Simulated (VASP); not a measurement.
# Si (a cell with a defect) in VASP: further runs

The runs below take Si (a cell with a defect) through single point, with PBEsol.

Everything below comes from runs of VASP 6.6.1. Logs are shortened: lines on timing, memory, paths and dates and some standing lists are left out, and cuts for length are marked.

### 1 The cell of the first run

The cell holds a defect, 17 atoms: a = 7.679 Å, b = 7.679 Å, c = 7.679 Å, α = 60.00°, β = 60.00°, γ = 60.00°.

### 2 Single point, PBEsol

Input file INCAR:

```
PREC = Accurate ; ENCUT = 520
EDIFF = 1E-7 ; ISMEAR = -1
SIGMA = 0.05 ; LREAL = Auto
LASPH = True ; NELM = 100
ALGO = Normal ; ISIF = 2
LWAVE = False ; LCHARG = False
GGA = PS ; NBANDS = 48
```

Input file KPOINTS:

```
regular mesh
0
Gamma
  2 2 2
```

Input file POSCAR:

```
Si
1.0
    0.0000000000      5.4300000000      5.4300000000
    5.4300000000      0.0000000000      5.4300000000
    5.4300000000      5.4300000000      0.0000000000
Si
17
Direct
   -0.0006797422     -0.0045359116     -0.0053005525
    0.0884498158      0.1366621547      0.1372901473
   -0.0010622468     -0.0042602210      0.5102366483
    0.1360439227      0.1177240331      0.6229124309
   -0.0021339779      0.5098194291     -0.0038980663
    0.1354788214      0.6234436464      0.1169036832
    0.0282263352      0.4911244936      0.4903419890
    0.1353181400      0.6237269797      0.6240487109
    0.4594906998      0.0123234807      0.0138220074
    0.6209225599      0.1173461326      0.1151072744
    0.5079005525     -0.0138079190      0.5028469613
    0.6206095764      0.1179436464      0.6460801105
    0.5074606814      0.5034557090     -0.0146778085
    0.6195214549      0.6445100368      0.1181759669
    0.5072772560      0.5036093002      0.5037531308
    0.6547059853      0.6154848066      0.6148566298
    0.6965165746      0.2658705341      0.2683974217
```

Potentials or basis: VASP PAW PBE potentials, release 64 (Si).

Run with:

```sh
$ cat potpaw_PBE.64/Si/POTCAR > POTCAR
$ mpirun -np 1 vasp_std > vasp.out
```

OUTCAR:

```text
PREC = Accurate
   ENCUT = 520
   EDIFF = 1E-7
   ISMEAR = -1
   LREAL = Auto
   LASPH = True
   NELM = 100
   ISIF = 2
   GGA = PS

 ion  position               nearest neighbor table
   1  0.999  0.995  0.995-   4 2.33   6 2.33   2 2.35  10 2.37  17 2.96
   2  0.088  0.137  0.137-   9 2.33   3 2.35   1 2.35   5 2.35  17 2.46
   3  0.999  0.996  0.510-   4 2.33   8 2.33   2 2.35  12 2.37  17 2.96
   4  0.136  0.118  0.623-  11 2.33   3 2.33   1 2.33   7 2.34
   5  0.998  0.510  0.996-   6 2.33   8 2.33   2 2.35  14 2.37  17 2.97
   6  0.135  0.623  0.117-  13 2.33   1 2.33   5 2.33   7 2.34
   7  0.028  0.491  0.490-  16 2.34   4 2.34   8 2.34   6 2.34
   8  0.135  0.624  0.624-  15 2.33   3 2.33   5 2.33   7 2.34
   9  0.459  0.012  0.014-  14 2.32  12 2.32  10 2.32   2 2.33
  10  0.621  0.117  0.115-   9 2.32   1 2.37  17 2.39  13 2.42  11 2.43
  11  0.508  0.986  0.503-  16 2.33   4 2.33  12 2.43  10 2.43  17 2.57
  12  0.621  0.118  0.646-   9 2.32   3 2.37  17 2.39  15 2.42  11 2.43
  13  0.507  0.503  0.985-  16 2.33   6 2.33  14 2.42  10 2.42  17 2.59
  14  0.620  0.645  0.118-   9 2.32   5 2.37  17 2.40  15 2.42  13 2.42
  15  0.507  0.504  0.504-  16 2.33   8 2.33  14 2.42  12 2.42  17 2.59
  16  0.655  0.615  0.615-  15 2.33  13 2.33  11 2.33   7 2.34
  17  0.697  0.266  0.268-  10 2.39  12 2.39  14 2.40   2 2.46  11 2.57  13 2.59  15 2.59   1 2.96
                             3 2.96   5 2.97

  LATTYP: Found a face centered cubic cell.
 ALAT       =    10.8600000000

  Lattice vectors:

 A1 = (   0.0000000000,   5.4300000000,   5.4300000000)
 A2 = (   5.4300000000,   0.0000000000,   5.4300000000)
 A3 = (   5.4300000000,   5.4300000000,   0.0000000000)

Analysis of symmetry for initial positions (statically):
=====================================================================
 Subroutine PRICEL returns:
 Original cell was already a primitive cell.

 Routine SETGRP: Setting up the symmetry group for a
 face centered cubic supercell.

 Subroutine GETGRP returns: Found  1 space group operations
 (whereof  1 operations were pure point group operations)
 out of a pool of 48 trial point group operations.

The static configuration has the point symmetry C_1 .

Analysis of symmetry for dynamics (positions and initial velocities):
=====================================================================
 Subroutine PRICEL returns:
 Original cell was already a primitive cell.
[... 124 lines left out ...]
   NSW    =      0    number of steps for IOM
   IBRION =     -1    ionic relax: 0-MD 1-quasi-New 2-CG
   NFREE  =      0    steps in history (QN), initial steepest desc. (CG)
   ISIF   =      2    stress and relaxation
   ISYM   =      2    0-nonsym 1-usesym 2-fastsym
   POTIM  = 0.5000    time-step for ionic-motion
   TEBEG  =    0.0;   TEEND  =   0.0 temperature during run
   PSTRESS=    0.0 pullay stress
   NELECT =      68.0000    total number of electrons
   NUPDOWN=      -1.0000    fix difference up-down
   EMIN   =  10.00;   EMAX   =-10.00  energy-range for DOS
   EFERMI =   0.00;   METHOD = LEGACY
   ISMEAR =    -1;   SIGMA  =   0.05  broadening in eV -4-tet -1-fermi 0-gaus
   EFERMI_NEDOS =   21; number of points for ismear=-14 and -15
   IALGO  =     38    algorithm
   IMIX   =      4    mixing-type and parameters
     AMIX     =   0.40;   BMIX     =  1.00
     AMIX_MAG =   1.60;   BMIX_MAG =  1.00
  volume/ion in A,a.u.               =      18.84       127.11
  Fermi-wavevector in a.u.,A,eV,Ry     =   0.976715  1.845724 12.979587  0.953973
  Thomas-Fermi vector in A             =   2.107356
   LORBIT       =      0    0 simple, 1 ext, 2 COOP (PROOUT), +10 PAW based schemes
   GGA     = PS    functional components
   LHFCALC =     F    Hartree Fock is set to
   AEXX    =    0.0000 exact exchange contribution
   IVDW    =     0    specifies the selected vdW correction
   LEPSILON=     F    determine dielectric tensor
   LRPA    =     F    only Hartree local field effects (RPA)
 non-spin polarized calculation
  energy-cutoff  :      520.00
  volume of cell :      320.21
 maximum number of plane-waves:      8646
 NGX is ok and might be reduce to    60
   NGX = 29   NGY = 29   NGZ = 29

 number of electron      68.0000000 magnetization

 Free energy of the ion-electron system (eV)
  ---------------------------------------------------
  ext. energy  EPLUGINS =         0.00000000
  ---------------------------------------------------
  free energy    TOTEN  =       -93.82632403 eV

  energy without entropy =      -93.77897108  energy(sigma->0) =      -93.80264755

 E-fermi :   6.7451     XC(G=0):  -9.8139

 val. band max:        6.6418035161   @ k =   0.0000   0.0000   0.0000
 cond. band min:       6.7771961315   @ k =   0.0000   0.5000   0.5000
 fundamental gap:      0.1353926154
 Fermi energy:         6.7451454935

 k-point     1 :       0.0000    0.0000    0.0000
  band No.  band energies     occupation
      1      -6.3616      2.00000
      2      -3.8745      2.00000
      3      -3.6856      2.00000
      4      -3.6808      2.00000
      5      -3.5704      2.00000
      6      -2.8119      2.00000
[... 381 lines left out ...]
     45      10.0493      0.00000
     46      10.2441      0.00000
 [bands above 46 left out]

------------------------ aborting loop because EDIFF is reached ----------------------------------------

  FORCE on cell =-STRESS in cart. coord.  units (eV):
  Direction    XX          YY          ZZ          XY          YZ          ZX
  --------------------------------------------------------------------------------------
  -------------------------------------------------------------------------------------
  Total        6.1830753      6.2014406      6.2846420      0.3984294     -0.3626847      0.3705939
  in kB       30.9375298     31.0294219     31.4457271      1.9935745     -1.8147228      1.8542973
  external PRESSURE =      31.1375596 kB  Pullay stress =       0.0000000 kB

 VOLUME and BASIS-vectors are now :
 -----------------------------------------------------------------------------
  energy-cutoff  :      520.00
  volume of cell :      320.21
      direct lattice vectors                 reciprocal lattice vectors
     0.000000000  5.430000000  5.430000000    -0.092081031  0.092081031  0.092081031
     5.430000000  0.000000000  5.430000000     0.092081031 -0.092081031  0.092081031
     5.430000000  5.430000000  0.000000000     0.092081031  0.092081031 -0.092081031

 POSITION                                       TOTAL-FORCE (eV/Angst)
 -----------------------------------------------------------------------------------
     10.80659     10.82753     10.83168         0.029236      0.003563     -0.001448
      1.48756      1.22577      1.22236        -0.078485      0.075753      0.082383
      8.17745      8.19482     10.83110        -0.002826     -0.028178      0.003001
      4.02166      4.12113      1.37796         0.023417     -0.020782     -0.014674
      8.17715     10.82725      8.18673        -0.002073      0.005936     -0.026970
      4.02009      1.37044      4.12095         0.022122     -0.020988     -0.022100
[... 9 lines left out ...]
      6.68075      6.89372      6.89714         0.051858     -0.049372     -0.044870
      2.90107      5.23948      5.22576        -0.151951      0.157513      0.186924
 -----------------------------------------------------------------------------------
    total drift:                                0.001848     -0.004188     -0.006602

  FREE ENERGIE OF THE ION-ELECTRON SYSTEM (eV)
  ---------------------------------------------------
  free  energy   TOTEN  =       -93.8263240258 eV

  energy  without entropy=      -93.7789710799  energy(sigma->0) =      -93.80264755
```

stdout:

```text
POSCAR found type information on POSCAR Si
 POSCAR found :  1 types and      17 ions
 scaLAPACK will be used
 -----------------------------------------------------------------------------
|                                                                             |
|                                                                             |
|     You enforced a specific xc type in the INCAR file but a different       |
|     I HOPE YOU KNOW WHAT YOU ARE DOING!                                     |
|                                                                             |
 -----------------------------------------------------------------------------

 LDA part: xc-table for (Slater+PW92), standard interpolation
 POSCAR, INCAR and KPOINTS ok, starting setup
 FFT: planning ... GRIDC
 FFT: planning ... GRID_SOFT
 FFT: planning ... GRID
 WAVECAR not read
 entering main loop
```

Wall time 3.8 min (1 thread of Intel Xeon Platinum 8488C (Sapphire Rapids), shared host); peak memory 0.46 GiB.

What came out:

```yaml
Free_energy: -93.8263 eV
Pressure: 3.1 GPa
Largest_force: 0.288 eV/Å
Band_gap_on_the_k_mesh: zero (bands 34 and 35 overlap by 0.15 eV)
```

Forces in eV/Å, atoms in the order of the input:
```
Si   0.029  0.004 -0.001
Si  -0.078  0.076  0.082
Si  -0.003 -0.028  0.003
Si   0.023 -0.021 -0.015
Si  -0.002  0.006 -0.027
Si   0.022 -0.021 -0.022
Si   0.051 -0.056 -0.057
Si   0.022 -0.022 -0.025
Si  -0.058  0.059  0.059
Si   0.080  0.027  0.003
Si   0.027 -0.028 -0.011
Si  -0.031 -0.079 -0.003
Si   0.031 -0.010 -0.032
Si  -0.022  0.014 -0.066
Si   0.010 -0.028 -0.029
Si   0.052 -0.049 -0.045
Si  -0.152  0.158  0.187
```

Stress tensor (GPa, compression positive):
```
 3.09  0.20  0.19
 0.20  3.10 -0.18
 0.19 -0.18  3.14
```

Levels at points of the mesh, in eV from the Fermi level:
| k point | band 32 | band 33 | band 34 | band 35 | band 36 | band 37 |
| --- | --- | --- | --- | --- | --- | --- |
| (0.00, 0.00, 0.00) | -0.70 | -0.69 | -0.40 | -0.11 | -0.10 | 0.08 |
| (0.50, 0.00, 0.00) | -1.29 | -1.29 | -0.31 | 0.40 | 0.44 | 1.07 |
| (0.00, 0.50, 0.00) | -1.33 | -1.12 | -0.19 | 0.28 | 0.78 | 0.81 |
| (0.00, 0.00, 0.50) | -1.34 | -1.13 | -0.19 | 0.29 | 0.77 | 0.82 |
| (0.50, 0.50, 0.50) | -1.34 | -1.13 | -0.19 | 0.30 | 0.77 | 0.82 |
| (0.50, 0.50, 0.00) | -1.75 | -0.87 | 0.04 | 0.59 | 1.13 | 1.25 |
| (0.00, 0.50, 0.50) | -1.74 | -0.86 | 0.03 | 0.59 | 1.13 | 1.25 |
| (0.50, 0.00, 0.50) | -1.74 | -0.86 | 0.03 | 0.59 | 1.13 | 1.25 |

Caveat: the k points lie up to 0.50 Å⁻¹ apart; the PAW data sets were made with another functional, which shifts forces and pressure a little.

### 3 Single point, PBEsol

Input file INCAR:

```
SYSTEM = Si
  PREC = Accurate
  ENCUT = 520
  EDIFF = 1E-7
  ISMEAR = -1
  SIGMA = 0.05
  LREAL = Auto
  LASPH = .TRUE.
  NELM = 100
  ALGO = Normal
  ISIF = 2
  LWAVE = .FALSE.
  LCHARG = .FALSE.
  GGA = PS
  NBANDS = 48
```

Input file KPOINTS:

```
regular mesh
0
G
  2 2 2
  0 0 0
```

Input file POSCAR:

```
Si
1.0
    0.0000000000      5.4300000000      5.4300000000
    5.4300000000      0.0000000000      5.4300000000
    5.4300000000      5.4300000000      0.0000000000
Si
17
Direct
   -0.0025209024     -0.0054761510     -0.0065168508
    0.0637801105      0.1450436464      0.1454244936
   -0.0029674033     -0.0051051565      0.5142548803
    0.1392014733      0.1158440147      0.6223130755
   -0.0040031308      0.5140178637     -0.0049948435
    0.1387871087      0.6228928177      0.1150197053
    0.0381081952      0.4876886740      0.4870897790
    0.1386455801      0.6231393186      0.6232061694
    0.4414243094      0.0186484346      0.0198128913
    0.6217113260      0.1129803867      0.1093244015
    0.5113491713     -0.0169893186      0.5028029466
    0.6211936464      0.1138689687      0.6554306630
    0.5113399632      0.5032872928     -0.0178500921
    0.6196992634      0.6535088398      0.1137815838
    0.5112928177      0.5032911602      0.5032362799
    0.6642848066      0.6121048803      0.6117242173
    0.6538860958      0.2792840700      0.2828052486
```

Potentials or basis: VASP PAW PBE potentials, release 64 (Si).

Run with:

```sh
$ cat potpaw_PBE.64/Si/POTCAR > POTCAR
$ mpirun -np 1 vasp_std > vasp.out
```

OUTCAR:

```text
SYSTEM = Si
   PREC = Accurate
   ENCUT = 520
   EDIFF = 1E-7
   ISMEAR = -1
   LREAL = Auto
   LASPH = .TRUE.
   NELM = 100
   ISIF = 2
   GGA = PS

 ion  position               nearest neighbor table
   1  0.997  0.995  0.993-   4 2.33   6 2.33   2 2.34  10 2.36  17 3.15
   2  0.064  0.145  0.145-   5 2.34   3 2.34   1 2.34   9 2.37  17 2.57
   3  0.997  0.995  0.514-   4 2.33   8 2.33   2 2.34  12 2.36
   4  0.139  0.116  0.622-   1 2.33   3 2.33  11 2.33   7 2.34
   5  0.996  0.514  0.995-   6 2.33   8 2.33   2 2.34  14 2.36
   6  0.139  0.623  0.115-   1 2.33   5 2.33  13 2.34   7 2.34
   7  0.038  0.488  0.487-   4 2.34   6 2.34   8 2.34  16 2.34
   8  0.139  0.623  0.623-   3 2.33   5 2.33  15 2.34   7 2.34
   9  0.441  0.019  0.020-  10 2.32  12 2.32  14 2.32   2 2.37
  10  0.622  0.113  0.109-   9 2.32   1 2.36  17 2.41  13 2.45  11 2.47
  11  0.511  0.983  0.503-  16 2.33   4 2.33  17 2.45  12 2.47  10 2.47
  12  0.621  0.114  0.655-   9 2.32   3 2.36  17 2.41  15 2.45  11 2.47
  13  0.511  0.503  0.982-  16 2.33   6 2.34  14 2.45  10 2.45  17 2.48
  14  0.620  0.654  0.114-   9 2.32   5 2.36  17 2.42  15 2.45  13 2.45
  15  0.511  0.503  0.503-  16 2.33   8 2.34  12 2.45  14 2.45  17 2.49
[... 209 lines left out ...]
      2      -3.9087      2.00000
      3      -3.6792      2.00000
      4      -3.6696      2.00000
      5      -3.4773      2.00000
      6      -2.7637      2.00000
[... 381 lines left out ...]
     45      10.1116      0.00000
     46      10.3386      0.00000
 [bands above 46 left out]

------------------------ aborting loop because EDIFF is reached ----------------------------------------

  FORCE on cell =-STRESS in cart. coord.  units (eV):
  Direction    XX          YY          ZZ          XY          YZ          ZX
  --------------------------------------------------------------------------------------
  -------------------------------------------------------------------------------------
  Total        5.2168234      5.2323101      5.3339102      1.0871254     -1.0210746      1.0432852
  in kB       26.1028082     26.1802974     26.6886617      5.4395221     -5.1090315      5.2201640
  external PRESSURE =      26.3239224 kB  Pullay stress =       0.0000000 kB

 VOLUME and BASIS-vectors are now :
 -----------------------------------------------------------------------------
  energy-cutoff  :      520.00
  volume of cell :      320.21
      direct lattice vectors                 reciprocal lattice vectors
     0.000000000  5.430000000  5.430000000    -0.092081031  0.092081031  0.092081031
     5.430000000  0.000000000  5.430000000     0.092081031 -0.092081031  0.092081031
     5.430000000  5.430000000  0.000000000     0.092081031  0.092081031 -0.092081031

 POSITION                                       TOTAL-FORCE (eV/Angst)
 -----------------------------------------------------------------------------------
     10.79488     10.81093     10.81658        -0.002127      0.001408     -0.006005
      1.57724      1.13598      1.13391        -0.023321      0.023630      0.026009
      8.19468      8.20629     10.81617        -0.002365      0.002874     -0.005211
      4.00819      4.13502      1.38490         0.014307     -0.015369     -0.000231
      8.19399     10.81114      8.19938         0.006534     -0.007240     -0.000600
      4.00686      1.37817      4.13592         0.008754     -0.007931     -0.021134
[... 9 lines left out ...]
      6.64539      6.92873      6.93080         0.030998     -0.029256     -0.017645
      3.05214      5.08623      5.06711        -0.067601      0.078352      0.101494
 -----------------------------------------------------------------------------------
    total drift:                                0.001967      0.000990      0.001462

  FREE ENERGIE OF THE ION-ELECTRON SYSTEM (eV)
  ---------------------------------------------------
  free  energy   TOTEN  =       -93.6808766933 eV

  energy  without entropy=      -93.5940946049  energy(sigma->0) =      -93.63748565
```

OSZICAR:

```text
N       E                     dE             d eps       ncg     rms          rms(c)
DAV:   1     0.155588221417E+03    0.15559E+03   -0.26089E+04   768   0.117E+03
DAV:   2    -0.802931748917E+02   -0.23588E+03   -0.22390E+03   928   0.170E+02
DAV:   3    -0.952140649433E+02   -0.14921E+02   -0.14518E+02  1000   0.373E+01
DAV:   4    -0.955369439401E+02   -0.32288E+00   -0.32141E+00   952   0.672E+00
DAV:   5    -0.955448860983E+02   -0.79422E-02   -0.79381E-02   976   0.995E-01    0.148E+01
DAV:   6    -0.942072321912E+02    0.13377E+01   -0.10023E+00   912   0.297E+00    0.882E+00
DAV:   7    -0.936788771821E+02    0.52836E+00   -0.11839E+00   904   0.313E+00    0.973E-01
DAV:   8    -0.936812228210E+02   -0.23456E-02   -0.63042E-02   912   0.903E-01    0.456E-01
DAV:   9    -0.936805939609E+02    0.62886E-03   -0.50575E-03   920   0.241E-01    0.216E-01
DAV:  10    -0.936808107064E+02   -0.21675E-03   -0.70102E-04   904   0.910E-02    0.912E-02
DAV:  11    -0.936808724475E+02   -0.61741E-04   -0.10581E-04   912   0.393E-02    0.277E-02
DAV:  12    -0.936808759266E+02   -0.34791E-05   -0.90557E-06   952   0.111E-02    0.752E-03
DAV:  13    -0.936808767200E+02   -0.79344E-06   -0.21452E-06   904   0.498E-03    0.198E-03
DAV:  14    -0.936808766933E+02    0.26759E-07   -0.93639E-08   584   0.119E-03
   1 F= -.93680877E+02 E0= -.93637486E+02  d E =-.867821E-01
```

Run time: 3.8 min. Hardware: 1 thread of Intel Xeon Platinum 8488C (Sapphire Rapids), shared host; peak memory 0.46 GiB.

What came out:

| Property | Result |
| --- | --- |
| Free energy | -93.6809 eV |
| Pressure | 2.6 GPa |
| Largest force | 0.145 eV/Å |
| Band gap on the k mesh | zero (bands 34 and 35 overlap by 0.10 eV) |

Forces in eV/Å, atoms in the order of the input:
```
Si  -0.002  0.001 -0.006
Si  -0.023  0.024  0.026
Si  -0.002  0.003 -0.005
Si   0.014 -0.015  0.000
Si   0.007 -0.007 -0.001
Si   0.009 -0.008 -0.021
Si   0.038 -0.038 -0.032
Si   0.010 -0.010 -0.021
Si  -0.012  0.010  0.005
Si   0.006  0.011 -0.007
Si   0.017 -0.019  0.039
Si  -0.013 -0.005 -0.009
Si   0.030  0.034 -0.030
Si  -0.009  0.004  0.009
Si  -0.032 -0.033 -0.030
Si   0.031 -0.029 -0.018
Si  -0.068  0.078  0.101
```

Levels at points of the mesh, in eV from the Fermi level:
```csv
k point,band 32,band 33,band 34,band 35,band 36,band 37
"(0.00, 0.00, 0.00)",-0.69,-0.67,-0.47,-0.10,-0.06,0.17
"(0.50, 0.00, 0.00)",-1.26,-1.25,-0.27,0.33,0.39,1.15
"(0.00, 0.50, 0.00)",-1.31,-0.93,-0.06,0.06,0.72,0.90
"(0.00, 0.00, 0.50)",-1.31,-0.94,-0.02,0.05,0.72,0.88
"(0.50, 0.50, 0.50)",-1.31,-0.95,-0.02,0.04,0.73,0.88
"(0.50, 0.50, 0.00)",-1.70,-0.79,0.00,0.44,1.25,1.38
"(0.00, 0.50, 0.50)",-1.69,-0.77,0.00,0.44,1.25,1.39
"(0.50, 0.00, 0.50)",-1.69,-0.77,0.00,0.44,1.25,1.39
```

Caveat: the k points lie up to 0.50 Å⁻¹ apart; the PAW data sets were made with another functional, which shifts forces and pressure a little.

The gap in the log of VASP goes by the Fermi energy; the results here count the filled bands.